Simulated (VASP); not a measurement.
# C (C2/m) in VASP: single point with r2SCAN

Aim: the single point of C with r2SCAN.

Everything below comes from runs of VASP 6.6.1. Logs are shortened: lines on timing, memory, paths and dates and some standing lists are left out, and cuts for length are marked.

## 1. The cell of the first run

Symmetry: C2/m, No. 12, monoclinic system. The conventional cell has a = 4.368 Å, b = 2.522 Å, c = 12.547 Å, α = 90.00°, β = 100.02°, γ = 90.00°. C (site symmetry m) has 4 C at 1.54 Å within 2.1 Å. C (site symmetry m) has 4 C at 1.54 Å within 2.1 Å. C (site symmetry m) has 4 C at 1.54 Å within 2.1 Å. C (site symmetry m) has 4 C at 1.54 Å within 2.1 Å. C (site symmetry m) has 4 C at 1.54 Å within 2.1 Å. C (site symmetry m) has 5 C at 1.54 to 1.99 Å within 2.1 Å.

## 2. Single point, r2SCAN

The input, POSCAR:

```
C
1.0
    1.7834000000     -1.7834000000      0.0000000000
    1.7834000000      0.0000000000     -1.7834000000
    8.0253000000      6.2419000000      7.1336000000
C
12
Direct
    0.5312333333      0.6666666667      0.2708666667
   -0.0521000000      0.0000000000      0.1042000000
    0.1145666667      0.3333333333      0.4375333333
    0.2812333333      0.6666666667      0.7708666667
    0.6979000000      1.0000000000      0.6042000000
   -0.1354333333      0.3333333333      0.9375333333
    0.4687333333      0.6666666667      0.3958666667
    0.8854000000      1.0000000000      0.2292000000
    0.0520666667      0.3333333333      0.5625333333
    0.2187333333      0.6666666667      0.8958666667
   -0.3646000000      0.0000000000      0.7292000000
    0.3020666667      0.3333333333      0.0625333333
```

The input, INCAR.step1:

```
SYSTEM = C
ALGO     = Normal         ! electronic algorithm
EDIFF    = 1E-4           ! SCF threshold, eV
ENCUT    = 520            ! plane-wave cutoff, eV
GGA      = PE             ! functional
ISMEAR   = 0              ! smearing method
ISYM     = 0            
LASPH    = .TRUE.         ! aspherical terms in the spheres
LCHARG   = .FALSE.        ! write CHGCAR
LREAL    = .FALSE.        ! projectors in reciprocal space
LWAVE    = .TRUE.         ! write WAVECAR
NBANDS   = 36             ! bands
NELM     = 80             ! most SCF steps
PREC     = Accurate       ! precision mode
SIGMA    = 0.05           ! smearing width, eV
```

The input, INCAR.step2:

```
SYSTEM = C
ALGO     = Normal         ! electronic algorithm
EDIFF    = 1E-6           ! SCF threshold, eV
ENCUT    = 520            ! plane-wave cutoff, eV
ISIF     = 2              ! what is computed and relaxed
ISMEAR   = 0              ! smearing method
ISTART   = 1            
ISYM     = 0            
LASPH    = .TRUE.         ! aspherical terms in the spheres
LCHARG   = .FALSE.        ! write CHGCAR
LMIXTAU  = .TRUE.       
LREAL    = .FALSE.        ! projectors in reciprocal space
LWAVE    = .FALSE.        ! write WAVECAR
METAGGA  = R2SCAN         ! meta-GGA
NBANDS   = 36             ! bands
NELM     = 80             ! most SCF steps
PREC     = Accurate       ! precision mode
SIGMA    = 0.05           ! smearing width, eV
```

The input, KPOINTS:

```
k-points
0
G
  10 10 2
  0 0 0
```

Potentials or basis: VASP PAW PBE potentials, release 64 (C).

Command:

```
$ cat potpaw_PBE.64/C/POTCAR > POTCAR
$ cp INCAR.step1 INCAR
$ mpirun -np 1 vasp_std > vasp.out
$ cp INCAR.step2 INCAR
$ mpirun -np 1 vasp_std > vasp.out
```

OUTCAR:

```text
SYSTEM = C
   EDIFF = 1E-6
   ENCUT = 520
   ISIF = 2
   ISMEAR = 0
   ISTART = 1
   ISYM = 0
   LASPH = .TRUE.
   LREAL = .FALSE.
   METAGGA = R2SCAN
   NELM = 80
   PREC = Accurate

 ion  position               nearest neighbor table
   1  0.531  0.667  0.271-   7 1.54   8 1.54   8 1.54   8 1.54
   2  0.948  0.000  0.104-   8 1.54  12 1.54  12 1.54  12 1.54
   3  0.115  0.333  0.438-   7 1.54   7 1.54   7 1.54   9 1.54
   4  0.281  0.667  0.771-  10 1.54  11 1.54  11 1.54  11 1.54
   5  0.698  0.000  0.604-  11 1.54   9 1.54   9 1.54   9 1.54
   6  0.865  0.333  0.938-  10 1.54  10 1.54  10 1.54  12 1.99  12 1.99
   7  0.469  0.667  0.396-   3 1.54   3 1.54   3 1.54   1 1.54
   8  0.885  0.000  0.229-   2 1.54   1 1.54   1 1.54   1 1.54
   9  0.052  0.333  0.563-   3 1.54   5 1.54   5 1.54   5 1.54
  10  0.219  0.667  0.896-   6 1.54   6 1.54   6 1.54   4 1.54
  11  0.635  0.000  0.729-   5 1.54   4 1.54   4 1.54   4 1.54
  12  0.302  0.333  0.063-   2 1.54   2 1.54   2 1.54   6 1.99   6 1.99

IMPORTANT INFORMATION: All symmetrisations will be switched off!
NOSYMM: (Re-)initialisation of all symmetry stuff for point group C_1.

----------------------------------------------------------------------------------------

                                     Primitive cell

  volume of cell :      68.0656

  direct lattice vectors                    reciprocal lattice vectors
     1.783400000 -1.783400000  0.000000000     0.163545288 -0.397181414  0.163545288
     1.783400000  0.000000000 -1.783400000     0.186908901  0.186908901 -0.373817801
     8.025300000  6.241900000  7.133600000     0.046727225  0.046727225  0.046727225

  length of vectors
     2.522108467  2.522108467 12.419943827     0.459616360  0.457831435  0.080933928

  position of ions in fractional coordinates (direct lattice)
     0.531233333  0.666666667  0.270866667
     0.947900000  0.000000000  0.104200000
     0.114566667  0.333333333  0.437533333
     0.281233333  0.666666667  0.770866667
     0.697900000  0.000000000  0.604200000
     0.864566667  0.333333333  0.937533333
     0.468733333  0.666666667  0.395866667
     0.885400000  0.000000000  0.229200000
     0.052066667  0.333333333  0.562533333
     0.218733333  0.666666667  0.895866667
     0.635400000  0.000000000  0.729200000
     0.302066667  0.333333333  0.062533333

  ion indices of the primitive-cell ions
   primitive index   ion index
                 1           1
                 2           2
                 3           3
                 4           4
                 5           5
                 6           6
                 7           7
                 8           8
                 9           9
                10          10
                11          11
                12          12

----------------------------------------------------------------------------------------

 KPOINTS: k-points

Automatic generation of k-mesh.
 Grid dimensions read from file:
 generate k-points for:   10   10    2

 Generating k-lattice:

  Cartesian coordinates                     Fractional coordinates (reciprocal lattice)
     0.016354529 -0.039718141  0.016354529     0.100000000  0.000000000 -0.000000000
     0.018690890  0.018690890 -0.037381780     0.000000000  0.100000000  0.000000000
     0.023363613  0.023363613  0.023363613     0.000000000  0.000000000  0.500000000

  Length of vectors
     0.045961636  0.045783143  0.040466964

  Shift w.r.t. Gamma in fractional coordinates (k-lattice)
     0.000000000  0.000000000  0.000000000

 -----------------------------------------------------------------------------
|                                                                             |
|           W    W    AA    RRRRR   N    N  II  N    N   GGGG   !!!           |
|           W    W   A  A   R    R  NN   N  II  NN   N  G    G  !!!           |
|           W    W  A    A  R    R  N N  N  II  N N  N  G       !!!           |
|           W WW W  AAAAAA  RRRRR   N  N N  II  N  N N  G  GGG   !            |
|           WW  WW  A    A  R   R   N   NN  II  N   NN  G    G                |
|           W    W  A    A  R    R  N    N  II  N    N   GGGG   !!!           |
|                                                                             |
|     Your reciprocal lattice and k-lattice belong to different lattice       |
|     classes:                                                                |
|                                                                             |
|        The reciprocal lattice is body-centered orthorhombic,                |
|        whereas your k-lattice is base-centered monoclinic.                  |
|                                                                             |
|     Results are often still useful ...                                      |
|                                                                             |
 -----------------------------------------------------------------------------

 WARNING: IBZKPT: internal override: KBLOWUP is changed to .FALSE.
      ... skipping the blow-up phase ...

 Subroutine IBZKPT returns following result:
 ===========================================

 Found    104 irreducible k-points:

 Following reciprocal coordinates:
            Coordinates               Weight
  0.000000  0.000000  0.000000      1.000000
  0.100000  0.000000  0.000000      2.000000
  0.200000  0.000000  0.000000      2.000000
  0.300000  0.000000  0.000000      2.000000
  0.400000  0.000000  0.000000      2.000000
  0.500000  0.000000  0.000000      1.000000
[... 16 lines left out ...]
 -0.400000  0.200000 -0.000000      2.000000
 -0.300000  0.200000 -0.000000      2.000000
 [... further k-points ...]
   k-points           NKPTS =    104   k-points in BZ     NKDIM =    104   number of bands    NBANDS=     36
   number of dos      NEDOS =    301   number of ions     NIONS =     12
   total plane-waves  NPLWV =  38400
   dimension x,y,z NGX =    20 NGY =   20 NGZ =   96
   dimension x,y,z NGXF=    40 NGYF=   40 NGZF=  192
   ions per type =              12
   NGX,Y,Z   is equivalent  to a cutoff of  13.18, 13.18, 12.85 a.u.
   NGXF,Y,Z  is equivalent  to a cutoff of  26.37, 26.37, 25.70 a.u.
 SYSTEM =  C
   PREC   = accura    normal or accurate (medium, high low for compatibility)
   ISTART =      1    job   : 0-new  1-cont  2-samecut
   ICHARG =      0    charge: 1-file 2-atom 10-const
   ISPIN  =      1    spin polarized calculation?
   LNONCOLLINEAR =      F non collinear calculations
   LSORBIT =      F    spin-orbit coupling
   LASPH  =      T    aspherical Exc in radial PAW
   ENCUT  =  520.0 eV  38.22 Ry    6.18 a.u.   4.69  4.69 23.09*2*pi/ulx,y,z
   NELM   =     80;   NELMIN=  2; NELMDL=  0     # of ELM steps
   EDIFF  = 0.1E-05   stopping-criterion for ELM
   LREAL  =      F    real-space projection
   EDIFFG = 0.1E-04   stopping-criterion for IOM
   NSW    =      0    number of steps for IOM
   IBRION =     -1    ionic relax: 0-MD 1-quasi-New 2-CG
   NFREE  =      0    steps in history (QN), initial steepest desc. (CG)
   ISIF   =      2    stress and relaxation
   ISYM   =      0    0-nonsym 1-usesym 2-fastsym
   POTIM  = 0.5000    time-step for ionic-motion
   TEBEG  =    0.0;   TEEND  =   0.0 temperature during run
   PSTRESS=    0.0 pullay stress
   NELECT =      48.0000    total number of electrons
   NUPDOWN=      -1.0000    fix difference up-down
   EMIN   =  10.00;   EMAX   =-10.00  energy-range for DOS
   EFERMI =   0.00;   METHOD = LEGACY
   ISMEAR =     0;   SIGMA  =   0.05  broadening in eV -4-tet -1-fermi 0-gaus
   EFERMI_NEDOS =   21; number of points for ismear=-14 and -15
   IALGO  =     38    algorithm
   IMIX   =      4    mixing-type and parameters
     AMIX     =   0.40;   BMIX     =  1.00
     AMIX_MAG =   1.60;   BMIX_MAG =  1.00
  volume/ion in A,a.u.               =       5.67        38.28
  Fermi-wavevector in a.u.,A,eV,Ry     =   1.457178  2.753668 28.890189  2.123369
  Thomas-Fermi vector in A             =   2.574010
   LORBIT       =      0    0 simple, 1 ext, 2 COOP (PROOUT), +10 PAW based schemes
   METAGGA = R2SCAN    functional components
   LHFCALC =     F    Hartree Fock is set to
   AEXX    =    0.0000 exact exchange contribution
   IVDW    =     0    specifies the selected vdW correction
   LEPSILON=     F    determine dielectric tensor
   LRPA    =     F    only Hartree local field effects (RPA)
 non-spin polarized calculation
 Gauss-broadening in eV      SIGMA  =   0.05
  energy-cutoff  :      520.00
  volume of cell :       68.07
 maximum number of plane-waves:      1862
   NGX =  9   NGY =  9   NGZ = 45

 number of electron      47.9999996 magnetization

 Free energy of the ion-electron system (eV)
  ---------------------------------------------------
  ext. energy  EPLUGINS =         0.00000000
  ---------------------------------------------------
  free energy    TOTEN  =      -113.68459133 eV

  energy without entropy =     -113.68358370  energy(sigma->0) =     -113.68408751

 E-fermi :  10.1909     XC(G=0): -14.3044

 val. band max:       10.1613730958   @ k =   0.5000   0.3000   0.5000
 cond. band min:      10.1949589437   @ k =   0.5000   0.2000   0.5000
 fundamental gap:      0.0335858479
 Fermi energy:        10.1908720999

 k-point     1 :       0.0000    0.0000    0.0000
  band No.  band energies     occupation
      1     -12.9725      2.00000
      2     -12.1734      2.00000
      3     -12.1616      2.00000
      4      -9.8658      2.00000
      5      -9.7704      2.00000
      6      -7.0501      2.00000
[... 28 lines left out ...]
     35      18.0572      0.00000
     36      18.3097      0.00000

 k-point     2 :       0.1000    0.0000    0.0000
  band No.  band energies     occupation
      1     -12.7129      2.00000
      2     -11.9893      2.00000
      3     -11.8304      2.00000
      4      -9.7260      2.00000
      5      -9.4106      2.00000
      6      -6.8368      2.00000
[... 850 lines left out ...]
 k-point    24 :      -0.3000    0.2000   -0.0000
  band No.  band energies     occupation
      1      -8.2347      2.00000
      2      -7.7312      2.00000
      3      -7.2621      2.00000
      4      -5.9136      2.00000
      5      -4.9753      2.00000
      6      -3.6737      2.00000
[... 28 lines left out ...]
     35      21.1663      0.00000
     36      21.2641      0.00000

 [... further k-points ...]
[... 5 lines left out ...]
  --------------------------------------------------------------------------------------
  -------------------------------------------------------------------------------------
  Total       -2.7867269     -2.7770928      7.4401217      2.3950331      4.8295351      4.8146217
  in kB      -65.5960161    -65.3692398    175.1310239     56.3760414    113.6811288    113.3300855
  external PRESSURE =      14.7219227 kB  Pullay stress =       0.0000000 kB

 VOLUME and BASIS-vectors are now :
 -----------------------------------------------------------------------------
  energy-cutoff  :      520.00
  volume of cell :       68.07
      direct lattice vectors                 reciprocal lattice vectors
     1.783400000 -1.783400000  0.000000000     0.163545288 -0.397181414  0.163545288
     1.783400000  0.000000000 -1.783400000     0.186908901  0.186908901 -0.373817801
     8.025300000  6.241900000  7.133600000     0.046727225  0.046727225  0.046727225

 POSITION                                       TOTAL-FORCE (eV/Angst)
 -----------------------------------------------------------------------------------
      4.31012      0.74332      0.74332        -0.074625     -0.073769     -0.025976
      2.52672     -1.04008      0.74332        -0.257695     -0.257326      1.083962
      4.31012      2.52672      2.52672        -0.047088     -0.046270     -0.043033
      7.87692      4.31012      4.31012        -0.156969     -0.155906     -0.647899
      6.09352      2.52672      4.31012        -0.051114     -0.050086     -0.072508
      9.66032      4.31012      6.09352        -1.921198     -1.922313     -2.143923
      5.20182      1.63502      1.63502         0.051082      0.050105      0.072539
      3.41842     -0.14838      1.63502         0.156951      0.155860      0.647950
      5.20182      3.41842      3.41842         0.047129      0.046304      0.042959
      8.76862      5.20182      5.20182         0.257660      0.257342     -1.083927
      6.98522      3.41842      5.20182         0.074612      0.073723      0.026026
      1.63502     -0.14838     -0.14838         1.921254      1.922335      2.143831
 -----------------------------------------------------------------------------------
    total drift:                                0.000086     -0.000037     -0.000024

  FREE ENERGIE OF THE ION-ELECTRON SYSTEM (eV)
  ---------------------------------------------------
  free  energy   TOTEN  =      -113.6845913277 eV

  energy  without entropy=     -113.6835836988  energy(sigma->0) =     -113.68408751
```

Wall time 6.6 min (1 thread of Intel Xeon 6975P-C (Granite Rapids), shared host); peak memory 0.3 GiB.

Results:

```yaml
Free_energy: -113.6846 eV
Pressure: 1.5 GPa
Largest_force: 3.462 eV/Å
Band_gap_on_the_k_mesh: zero (band 24 reaches 10.39 eV, above the bottom of band 25 at 10.16 eV)
```

Forces on the atoms (eV/Å):
```
C   -0.075 -0.074 -0.026
C   -0.258 -0.257  1.084
C   -0.047 -0.046 -0.043
C   -0.157 -0.156 -0.648
C   -0.051 -0.050 -0.073
C   -1.921 -1.922 -2.144
C    0.051  0.050  0.073
C    0.157  0.156  0.648
C    0.047  0.046  0.043
C    0.258  0.257 -1.084
C    0.075  0.074  0.026
C    1.921  1.922  2.144
```

Caveat: the PAW data sets were made with another functional, which shifts forces and pressure a little.
